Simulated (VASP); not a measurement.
The system is Mg.

```
Mg
1.0
    -1.77276    1.77276    1.77276
     1.77276   -1.77276    1.77276
     1.77276    1.77276   -1.77276
Mg
1
Direct
  0.00000 0.00000 0.00000
```

This isn't the form of Mg at room conditions, which is hcp.

Base run:

```yaml
Program: VASP 6.6.1
Functional: PBE exchange alone
Potentials_or_basis: VASP PAW PBE potentials, release 64 (Mg)
Cutoff: 600 eV
k_mesh: 11 × 11 × 11
Occupations: fermi-dirac, width 0.025 eV
Spin: no spin polarisation
```

Its results: band gap on the k mesh zero (bands 1 and 2 overlap by 3.08 eV); pressure 5.0 GPa.

The run is repeated on the same cell with these changes: functional from PBE exchange alone to pbe exchange, lda correlation. What comes out?

Band gap on the k mesh zero (bands 1 and 2 overlap by 3.10 eV); pressure 1.9 GPa.

Caveats: the cell stands under pressure (at least some runs); the PAW data sets were made with another functional, which shifts forces and pressure a little (at least some runs).
